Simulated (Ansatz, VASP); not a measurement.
**WAu2: VASP beside Ansatz**

Contents of INCAR:

```
PREC = Accurate ; ENCUT = 600
EDIFF = 1E-6 ; ISMEAR = 0
SIGMA = 0.1 ; LREAL = False
LASPH = True ; NELM = 80
ALGO = Normal ; ISIF = 3
LWAVE = False ; LCHARG = False
GGA = PE ; IBRION = 2
NSW = 90 ; EDIFFG = -0.04
```

The input KPOINTS:

```
Automatic mesh
0
Gamma
  6 6 6
```

File POSCAR:

```
WAu2
1.0
    0.0000000000      2.9573912389      2.9573912389
    2.9573912389      0.0000000000      2.9573912389
    2.9573912389      2.9573912389      0.0000000000
W Au
1 2
Direct
    0.0000000000      0.0000000000      0.0000000000
    0.2500000000      0.2500000000      0.2500000000
    0.7500000000      0.7500000000      0.7500000000
```

Input for Ansatz:

```yaml
crystal:
  lattice:
    - [0.0, 2.9573912389, 2.9573912389]
    - [2.9573912389, 0.0, 2.9573912389]
    - [2.9573912389, 2.9573912389, 0.0]
  atoms:
    - { symbol: W, position: [0.0, 0.0, 0.0] }
    - { symbol: Au, position: [0.25, 0.25, 0.25] }
    - { symbol: Au, position: [0.75, 0.75, 0.75] }
basis:
  ecutwfc: 420
kpoints:
  mp_grid: { grid: [6, 6, 6] }
hamiltonian:
  xc: pbe
scf:
  occupations: { method: gaussian, width: 0.1 }
  lower_state_search: "off"
output:
  forces: true
  stress: true
  eigenvalues: true
relax:
  adjacent_minimum: "off"
  f_tol: 0.04
  max_steps: 70
  cell: { stress_tol: 0.4 }
```

Alike in both runs: task relaxation of cell and atoms; functional PBE; k mesh 6 × 6 × 6; occupations gaussian, width 0.1 eV; no spin polarisation.

```csv
,VASP,Ansatz
version,VASP 6.6.1,Ansatz 0.2.0
potentials or method,"VASP PAW PBE potentials, release 64 (W_sv, Au), cutoff 600 eV","scalar-relativistic, plane waves, PAW"
valence electrons in the cell,36,52
```

|  | VASP | Ansatz | Ansatz less VASP |
| --- | --- | --- | --- |
| gap on the k mesh at the Fermi level, each at its own relaxed structure (eV) | none | none | - |
| relaxed volume (Å³/atom) | 20.31 | 20.31 | +0.008 |
| relaxed cell length with the largest relative difference (Å) | 4.417 | 4.417 | +0.0006 |

A gap of «none» marks a metal or a gap that the smearing closes. VASP's potentials hold 36 valence electrons a cell and Ansatz's 52, so a difference there can come from the potentials and not from the codes.

Spin-orbit coupling is off throughout. Noted on VASP's run: the volume moved by over 15 % at a fixed basis, so the end points are rough.
